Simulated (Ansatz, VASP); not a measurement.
# One calculation of Co, two programs

```
Co
1.0
     2.40152    0.00000    0.00000
    -1.20076    2.07978    0.00000
     0.00000    0.00000    3.92306
Co
2
Direct
  0.66667 0.33333 0.25986
  0.33333 0.66667 0.74014
```

Alike in both runs: task single point; functional r2SCAN; k mesh 15 × 15 × 8; occupations gaussian, width 0.05 eV; collinear spin.

```csv
,VASP,Ansatz
version,VASP 6.6.1,Ansatz 0.2.0
potentials or method,"VASP PAW PBE potentials, release 64 (Co), cutoff 520 eV","scalar-relativistic, plane waves, PAW"
valence electrons in the cell,18,34
```

```tsv
	VASP	Ansatz	Ansatz less VASP
gap on the k mesh at the Fermi level (eV)	none	none	-
pressure (GPa)	23.5	23.6	+0.10
traceless stress, the component that is largest in VASP (GPa)	0.16	0.24	+0.083
rms of the force components (eV/Å)	0.351	0.352	+0.0007
net moment per atom (μB)	1.67	1.68	+0.003
size of the moment on the site where the two differ most (μB)	1.71	1.81	+0.099
```

VASP's potentials were made for PBE, not for r2SCAN. Site moments also hang on the region over which each program counts them. Atom by atom the forces differ by 0.001 eV/Å (rms over components). A gap of «none» marks a metal or a gap that the smearing closes. VASP's potentials hold 18 valence electrons a cell and Ansatz's 34, so a difference there can come from the potentials and not from the codes. Ansatz's warnings: stability check not made.
